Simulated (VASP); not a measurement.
# LiSe2 (P-3m1) in VASP: notebook, part 2 of 2

VASP 6.6.1.

## 3. Relaxation of cell and atoms, PBE+D3(BJ)

This run uses another cell than the first one, of 18.53 Å³/atom, 0.997 times its volume.

File INCAR:

```
PREC = Accurate
ENCUT = 600
EDIFF = 1E-6
ISMEAR = 0
SIGMA = 0.1
LREAL = False
LASPH = True
NELM = 100
ALGO = Normal
ISIF = 3
LWAVE = False
LCHARG = False
GGA = PE
IVDW = 12
IBRION = 2
NSW = 100
EDIFFG = -0.01
```

File KPOINTS:

```
Automatic mesh
0
Gamma
  15 15 12
```

File POSCAR:

```
LiSe2
1.0
    3.9312188245      0.0000000000      0.0000000000
   -1.9656094123      3.4045353699      0.0000000000
    0.0000000000      0.0000000000      4.1527060102
Li Se
1 2
Direct
    0.0000000000      0.0000000000      0.5000000000
    0.3333333333      0.6666666667      0.7666798761
    0.6666666667      0.3333333333      0.2333201239
```

Potentials or basis: VASP PAW PBE potentials, release 64 (Li_sv, Se).

On the command line:

```
$ cat potpaw_PBE.64/Li_sv/POTCAR potpaw_PBE.64/Se/POTCAR > POTCAR
$ mpirun -np 1 vasp_std > vasp.out
```

OUTCAR:

```text
PREC = Accurate
   ENCUT = 600
   EDIFF = 1E-6
   ISMEAR = 0
   LREAL = False
   LASPH = True
   NELM = 100
   ISIF = 3
   GGA = PE
   IVDW = 12
   IBRION = 2
   NSW = 100
   EDIFFG = -0.01
 IVDW          = 12

 ion  position               nearest neighbor table
   1  0.000  0.000  0.500-   2 2.53   3 2.53   3 2.53   2 2.53   3 2.53   2 2.53
   2  0.333  0.667  0.767-   1 2.53   1 2.53   1 2.53
   3  0.667  0.333  0.233-   1 2.53   1 2.53   1 2.53

  LATTYP: Found a hexagonal cell.
 ALAT       =     3.9312188245
 C/A-ratio  =     1.0563405894

  Lattice vectors:

 A1 = (   3.9312188245,   0.0000000000,   0.0000000000)
 A2 = (  -1.9656094123,   3.4045353699,   0.0000000000)
 A3 = (   0.0000000000,   0.0000000000,   4.1527060102)

Analysis of symmetry for initial positions (statically):
=====================================================================
 Subroutine PRICEL returns:
 Original cell was already a primitive cell.

 Routine SETGRP: Setting up the symmetry group for a
 hexagonal supercell.

 Subroutine GETGRP returns: Found 12 space group operations
 (whereof 12 operations were pure point group operations)
 out of a pool of 24 trial point group operations.

The static configuration has the point symmetry D_3d.

Analysis of symmetry for dynamics (positions and initial velocities):
=====================================================================
 Subroutine PRICEL returns:
 Original cell was already a primitive cell.

 Routine SETGRP: Setting up the symmetry group for a
 hexagonal supercell.

 Subroutine GETGRP returns: Found 12 space group operations
 (whereof 12 operations were pure point group operations)
 out of a pool of 24 trial point group operations.

The dynamic configuration has the point symmetry D_3d.

 Subroutine INISYM returns: Found 12 space group operations
 (whereof 12 operations are pure point group operations),
 and found     1 'primitive' translations

----------------------------------------------------------------------------------------

                                     Primitive cell

[... 106 lines left out ...]
   EFERMI =   0.00;   METHOD = LEGACY
   ISMEAR =     0;   SIGMA  =   0.10  broadening in eV -4-tet -1-fermi 0-gaus
   EFERMI_NEDOS =   21; number of points for ismear=-14 and -15
   IALGO  =     38    algorithm
   IMIX   =      4    mixing-type and parameters
     AMIX     =   0.40;   BMIX     =  1.00
     AMIX_MAG =   1.60;   BMIX_MAG =  1.00
  volume/ion in A,a.u.               =      18.53       125.02
  Fermi-wavevector in a.u.,A,eV,Ry     =   1.057953  1.999242 15.228527  1.119265
  Thomas-Fermi vector in A             =   2.193245
   LORBIT       =      0    0 simple, 1 ext, 2 COOP (PROOUT), +10 PAW based schemes
   GGA     = PE    functional components
   LHFCALC =     F    Hartree Fock is set to
   AEXX    =    0.0000 exact exchange contribution
   IVDW    =    12    specifies the selected vdW correction
   LEPSILON=     F    determine dielectric tensor
   LRPA    =     F    only Hartree local field effects (RPA)
 conjugate gradient relaxation of ions
 non-spin polarized calculation
 Gauss-broadening in eV      SIGMA  =   0.10
  energy-cutoff  :      600.00
  volume of cell :       55.58
 maximum number of plane-waves:      1884
   NGX = 15   NGY = 15   NGZ = 17

--------------------------------------- Ionic step        1  -------------------------------------------

 number of electron      15.0000010 magnetization

 Free energy of the ion-electron system (eV)
  ---------------------------------------------------
  ext. energy  EPLUGINS =         0.00000000
  ---------------------------------------------------
  free energy    TOTEN  =        -9.49784062 eV

  energy without entropy =       -9.48778815  energy(sigma->0) =       -9.49281439

------------------------ aborting loop because EDIFF is reached ----------------------------------------

 Edisp (eV)   -1.06135

 E8    (eV) :    -0.4391
[... 278 lines left out ...]
--------------------------------------- Ionic step        8  -------------------------------------------

 number of electron      14.9999999 magnetization

 Free energy of the ion-electron system (eV)
  ---------------------------------------------------
  ext. energy  EPLUGINS =         0.00000000
  ---------------------------------------------------
  free energy    TOTEN  =        -9.51348996 eV

  energy without entropy =       -9.50340788  energy(sigma->0) =       -9.50844892

 E-fermi :   3.9456     XC(G=0):  -9.7056

 val. band max:        3.9444429658   @ k =   0.3333   0.0667   0.0000
 cond. band min:       3.9459471329   @ k =   0.1333  -0.0000   0.1667
 fundamental gap:      0.0015041671
 Fermi energy:         3.9455534846

 k-point     1 :       0.0000    0.0000    0.0000
  band No.  band energies     occupation
      1     -41.5378      2.00000
      2     -10.7366      2.00000
      3      -6.7419      2.00000
      4       0.2713      2.00000
      5       1.4057      2.00000
      6       1.4057      2.00000
      7       3.5343      2.00000
      8       3.5343      2.00000
      9       5.9087      0.00000
     10       7.8341      0.00000
     11       9.7365      0.00000
[... 309 lines left out ...]
 k-point    24 :       0.4000    0.2000    0.0000
  band No.  band energies     occupation
      1     -41.5368      2.00000
      2      -9.2700      2.00000
      3      -8.4609      2.00000
      4      -0.9509      2.00000
      5       1.2489      2.00000
      6       1.9278      2.00000
      7       2.5881      2.00000
      8       3.0351      2.00000
      9       4.6448      0.00000
     10       9.2494      0.00000
     11      11.4690      0.00000

 [... further k-points ...]

------------------------ aborting loop because EDIFF is reached ----------------------------------------

 Edisp (eV)   -1.05779

 E8    (eV) :    -0.4373
[... 26 lines left out ...]
  FREE ENERGIE OF THE ION-ELECTRON SYSTEM (eV)
  ---------------------------------------------------
  free  energy   TOTEN  =       -10.5712825971 eV

  energy  without entropy=      -10.5612005199  energy(sigma->0) =      -10.56624156

 reached required accuracy - stopping structural energy minimisation
```

Wall time 12 min (1 thread of Intel Xeon Platinum 8259CL at 2.50GHz (Skylake/Cascade Lake), shared host); peak memory 0.37 GiB.

What came out:

```yaml
Free_energy: -10.5713 eV
Relaxed_volume: 18.57 Å³/atom
Relaxed_cell: a = 4.025 Å, b = 4.025 Å, c = 3.969 Å, α = 90.00°, β = 90.00°, γ = 120.00°
Space_group_after_relaxing_to_0.05_Å: P-3m1 (No. 164)
Energy_gained_by_relaxing: 4.0 meV/atom
Ionic_steps: 8
Pressure_after_relaxing: 0.0 GPa
Largest_force_after_relaxing: 0.009 eV/Å
Dispersion_energy_per_atom: -0.353 eV
```

Forces in eV/Å, atoms in the order of the input:
```
Li   0.000  0.000  0.000
Se   0.000  0.000  0.009
Se   0.000  0.000 -0.009
```

Step by step:
```tsv
step	energy change (eV)	largest force (eV/Å)	pressure (GPa)	volume (Å³)
1	0.0000	0.0726	-0.06	55.58
2	-0.0033	0.0286	0.03	55.52
3	-0.0081	0.0963	0.33	55.32
4	-0.0103	0.0618	-0.08	55.76
5	-0.0109	0.0370	-0.36	56.09
6	-0.0120	0.0143	-0.06	55.78
7	-0.0120	0.0222	-0.01	55.74
8	-0.0121	0.0095	0.03	55.70
```

Final structure:
```
Li Se
1.0
     4.02516    0.00000    0.00000
    -2.01258    3.48589    0.00000
     0.00000    0.00000    3.96943
Li Se
1 2
Direct
  0.00000 0.00000 0.50000
  0.33333 0.66667 0.76627
  0.66667 0.33333 0.23373
```

Caveat: the cutoff is under 1.25 times the usual one of these potentials, so pressure, stress and relaxed cells hold a basis-set (Pulay) error; pairwise dispersion overbinds metals, which lowers pressure and volume.

## 4. Single point, PBE+D3(BJ)

This run uses another cell than the first one, of 24.20 Å³/atom, 1.302 times its volume.

File INCAR:

```
PREC     = Accurate       # precision mode
ENCUT    = 520            # plane-wave cutoff, eV
EDIFF    = 1E-6           # SCF threshold, eV
ISMEAR   = 0              # smearing method
SIGMA    = 0.1            # smearing width, eV
LREAL    = False          # projectors in reciprocal space
LASPH    = True           # aspherical terms in the spheres
NELM     = 100            # most SCF steps
ALGO     = Normal         # electronic algorithm
ISIF     = 2              # what is computed and relaxed
LWAVE    = False          # write WAVECAR
LCHARG   = False          # write CHGCAR
GGA      = PE             # functional
IVDW     = 12             # dispersion correction
NBANDS   = 14             # bands
```

File KPOINTS:

```
Automatic mesh
0
Gamma
  6 6 4
```

File POSCAR:

```
LiSe2
1.0
    3.7365000000      0.0000000000      0.0000000000
   -1.8682500000      3.2359039200      0.0000000000
    0.0000000000      0.0000000000      6.0037569900
Li Se
1 2
Direct
    0.0000000000      0.0000000000      0.5000000000
    0.3333333300      0.6666666700      0.7563485900
    0.6666666700      0.3333333300      0.2436514100
```

On the command line:

```
$ cat potpaw_PBE.64/Li_sv/POTCAR potpaw_PBE.64/Se/POTCAR > POTCAR
$ mpirun -np 1 vasp_std > vasp.out
```

Wall time 28 s (1 thread of Intel Xeon Platinum 8259CL at 2.50GHz (Skylake/Cascade Lake), shared host); peak memory 0.2 GiB.

It converged, with:

| Property | Result |
| --- | --- |
| Free energy | -9.3251 eV |
| Largest force | 0.218 eV/Å |
| Dispersion energy per atom | -0.270 eV |

Forces in eV/Å, atoms in the order of the input:
```
Li   0.000  0.000  0.000
Se   0.000  0.000  0.218
Se   0.000  0.000 -0.218
```

Levels at points of the mesh, in eV from the Fermi level:
| k point | band 3 | band 4 | band 5 | band 6 | band 7 | band 8 | band 9 | band 10 | band 11 | band 12 |
| --- | --- | --- | --- | --- | --- | --- | --- | --- | --- | --- |
| (0.00, 0.00, 0.00) | -11.63 | -3.37 | 0.37 | 0.37 | 0.82 | 0.82 | 0.93 | 6.03 | 6.06 | 8.64 |
| (0.50, 0.00, 0.00) | -11.31 | -3.01 | -2.49 | -1.84 | -0.84 | -0.37 | 0.45 | 6.23 | 6.65 | 7.48 |
| (0.00, 0.00, 0.50) | -12.16 | -1.59 | -1.53 | 0.57 | 0.57 | 0.62 | 0.62 | 6.26 | 7.35 | 8.29 |
| (0.50, 0.00, 0.50) | -11.48 | -3.34 | -3.13 | -0.44 | -0.42 | -0.19 | -0.14 | 6.14 | 6.81 | 7.26 |

Caveat: the cutoff is under 1.25 times the usual one of these potentials, so pressure, stress and relaxed cells hold a basis-set (Pulay) error; pairwise dispersion overbinds metals, which lowers pressure and volume.

## 5. Single point, PBE+D3(BJ)

This run uses another cell than the first one, of 18.53 Å³/atom, 0.997 times its volume.

File INCAR:

```
PREC = Accurate ; ENCUT = 520
EDIFF = 1E-7 ; ISMEAR = 0
SIGMA = 0.1 ; LREAL = F
LASPH = T ; NELM = 100
ALGO = Normal ; ISIF = 2
LWAVE = F ; LCHARG = F
GGA = PE ; IVDW = 12
NBANDS = 14
```

KPOINTS is that of step 4.

File POSCAR:

```
LiSe2
1.0
    3.9312188245      0.0000000000      0.0000000000
   -1.9656094123      3.4045353699      0.0000000000
    0.0000000000      0.0000000000      4.1527060102
Li Se
1 2
Direct
    0.0000000000      0.0000000000      0.5000000000
    0.3333333333      0.6666666667      0.7666798761
    0.6666666667      0.3333333333      0.2333201239
```

On the command line:

```
$ cat potpaw_PBE.64/Li_sv/POTCAR potpaw_PBE.64/Se/POTCAR > POTCAR
$ mpirun -np 1 vasp_std > vasp.out
```

It took 24 s on 1 thread of Intel Xeon Platinum 8259CL at 2.50GHz (Skylake/Cascade Lake), shared host; peak memory 0.18 GiB.

It converged, with:

```yaml
Free_energy: -10.5805 eV
Largest_force: 0.038 eV/Å
Dispersion_energy_per_atom: -0.354 eV
```

Forces in eV/Å, atoms in the order of the input:
```
Li   0.000  0.000  0.000
Se   0.000  0.000  0.038
Se   0.000  0.000 -0.038
```

Levels at points of the mesh, in eV from the Fermi level:
```tsv
k point	band 5	band 6	band 7	band 8	band 9	band 10
(0.00, 0.00, 0.00)	-2.09	-2.09	-0.13	-0.13	2.09	4.06
(0.50, 0.00, 0.00)	-3.56	-2.51	-1.45	-0.61	1.20	4.35
(0.00, 0.00, 0.50)	-1.40	-1.16	-1.16	-0.70	-0.70	5.81
(0.50, 0.00, 0.50)	-4.95	-1.84	-1.76	0.18	0.86	6.95
```

Caveat: the k points lie up to 0.38 Å⁻¹ apart; the cutoff is under 1.25 times the usual one of these potentials, so pressure, stress and relaxed cells hold a basis-set (Pulay) error; pairwise dispersion overbinds metals, which lowers pressure and volume.

## 6. The runs side by side

| task | cell | k mesh | cutoff (eV) | gap on the mesh (eV) | largest force (eV/Å) |
| --- | --- | --- | --- | --- | --- |
| single point | a = 4.034, b = 4.034, c = 3.956 Å, angles 90.0, 90.0, 120.0°, 3 atoms | 15 × 15 × 12 | 520 | none | - |
| relaxation of cell and atoms | relaxed from a = 3.931, b = 3.931, c = 4.153 Å, angles 90.0, 90.0, 120.0°, 3 atoms | 15 × 15 × 12 | 600 | none | 0.01 |
| single point | a = 3.736, b = 3.736, c = 6.004 Å, angles 90.0, 90.0, 120.0°, 3 atoms | 6 × 6 × 4 | 520 | none | 0.22 |
| single point | a = 3.931, b = 3.931, c = 4.153 Å, angles 90.0, 90.0, 120.0°, 3 atoms | 6 × 6 × 4 | 520 | none | 0.04 |

Alike in all rows: level PBE+D3(BJ); potentials or basis VASP PAW PBE potentials, release 64 (Li_sv, Se); no spin polarisation; smearing gaussian 0.1 eV.

Caveats: some runs use coarse meshes; the cutoff is under 1.25 times the usual one of these potentials, so pressure, stress and relaxed cells hold a basis-set (Pulay) error; pairwise dispersion overbinds metals, which lowers pressure and volume.

Total energies depend on the potentials used, so only differences within one code and one set of settings carry meaning.
